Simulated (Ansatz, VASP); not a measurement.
# Two plane-wave programs on KF

```xyz
2
Lattice="3.3730 0.0000 0.0000 0.0000 3.2590 0.0000 0.0000 0.0000 3.2590" Properties=species:S:1:pos:R:3 pbc="T T T"
K     0.0000    0.0000    0.0000
F     1.6865    1.6295    1.6295
```

Change from the starting cell: strain +0.0350 x Voigt [1, 0, 0, 0, 0, 0], atoms carried along.

Alike in both runs: task single point; functional PBE; k mesh 8 × 8 × 8; occupations gaussian, width 0.05 eV; no spin polarisation.

|  | VASP | Ansatz |
| --- | --- | --- |
| version | VASP 6.6.1 | Ansatz 0.2.0 |
| potentials or method | VASP PAW PBE potentials, release 64 (K_sv, F), cutoff 520 eV | scalar-relativistic, plane waves, PAW |
| valence electrons in the cell | 16 | 16 |

VASP gave:

* gap on the k mesh at the Fermi level (eV): 5.98
* least direct gap on the mesh (eV): 6.04
* pressure (GPa): -1.1
* traceless stress, the component that is largest in VASP (GPa): -1.88

Which values does Ansatz return?

gap on the k mesh at the Fermi level (eV): 6.00; least direct gap on the mesh (eV): 6.05; pressure (GPa): -1.0; traceless stress, the component that is largest in VASP (GPa): -1.88.
